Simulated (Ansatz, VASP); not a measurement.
Two plane-wave programs on TiO2

```
Ti O
1.0
     4.75170    0.00000    0.00000
     0.00000    4.75170    0.00000
     0.00000    0.00000    2.80580
Ti O
2 4
Direct
  0.00000 0.00000 0.00000
  0.50000 0.50000 0.50000
  0.30510 0.30510 0.00000
  0.19490 0.80510 0.50000
  0.69490 0.69490 0.00000
  0.80510 0.19490 0.50000
```

Alike in both runs: task single point; functional PBE; k mesh 6 × 6 × 10; occupations gaussian, width 0.05 eV; no spin polarisation.

```csv
,VASP,Ansatz
version,VASP 6.6.1,Ansatz 0.2.0
potentials or method,"VASP PAW PBE potentials, release 64 (Ti_sv, O_h), cutoff 910 eV","scalar-relativistic, plane waves, PAW"
valence electrons in the cell,48,48
```

|  | VASP | Ansatz | Ansatz less VASP |
| --- | --- | --- | --- |
| gap on the k mesh at the Fermi level (eV) | 2.01 | 2.03 | +0.018 |
| least direct gap on the mesh (eV) | 2.02 | 2.04 | +0.017 |
| rms of the force components (eV/Å) | 0.060 | 0.042 | -0.0182 |

Atom by atom the forces differ by 0.018 eV/Å (rms over components). With one functional, cell and mesh, what is left measures potentials, basis and numerics.

Noted on VASP's run: the cutoff is short for stress, so the pressure is rough.
